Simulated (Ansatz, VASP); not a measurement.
## Two plane-wave programs on GaAs

The input INCAR:

```
SYSTEM = GaAs
ALGO = Normal ; EDIFF = 1E-8
ENCUT = 520 ; GGA = CA
ISIF = 2 ; ISMEAR = -1
LASPH = .TRUE. ; LCHARG = .FALSE.
LEFG = .TRUE. ; LREAL = .FALSE.
LWAVE = .FALSE. ; NBANDS = 16
NELM = 100 ; PREC = Accurate
SIGMA = 0.08
```

The input KPOINTS:

```
k-points
0
G
  10 10 10
  0 0 0
```

POSCAR

```
GaAs
1.0
    0.0000000000      2.8268500000      2.8833870000
    2.8268500000      0.0000000000      2.8833870000
    2.8268500000      2.8268500000      0.0000000000
Ga As
1 1
Direct
    0.0000000000      0.0000000000      0.0000000000
    0.7500000000      0.7500000000      0.7500000000
```

Input for Ansatz:

```yaml
crystal:
  lattice:
    - [0.0, 2.82685, 2.883387]
    - [2.82685, 0.0, 2.883387]
    - [2.82685, 2.82685, 0.0]
  atoms:
    - { symbol: Ga, position: [0.0, 0.0, 0.0] }
    - { symbol: As, position: [0.75, 0.75, 0.75] }
kpoints:
  mp_grid: { grid: [10, 10, 10] }
scf:
  occupations: { method: fermi_dirac, width: 0.08 }
hamiltonian:
  xc: lda
  pseudopotentials: { kind: paw }
output:
  forces: true
  stress: true
  eigenvalues: true
  efg: { contact_densities: true }
```

Change from the starting cell: zz strain of +2 %, PAW files.

Alike in both runs: task electric field gradients; functional LDA; k mesh 10 × 10 × 10; occupations fermi-dirac, width 0.08 eV; no spin polarisation.

```csv
,VASP,Ansatz
version,VASP 6.6.1,Ansatz 0.2.0
potentials or method,"VASP PAW LDA potentials, release 64 (Ga_d, As)","PAW with Ansatz's default frozen-core files, scalar-relativistic"
plane-wave cutoff (eV),520,420
valence electrons in the cell,18,28
```

Ansatz gave:

```
pressure (GPa)                                                : -3.1
traceless stress, the component that is largest in VASP (GPa) : -0.85
size of Vzz on the site where it differs most (V/Å²)          : 3.6
```

Problem. Estimate VASP's values.

Solution. Pressure (GPa): -2.8; traceless stress, the component that is largest in VASP (GPa): -0.85; size of Vzz on the site where it differs most (V/Å²): 3.2.

LDA's correlation is that of Perdew and Zunger in VASP and of Perdew and Wang (1992) in Ansatz. VASP's potentials hold 18 valence electrons a cell and Ansatz's 28, so a difference there can come from the potentials and not from the codes.
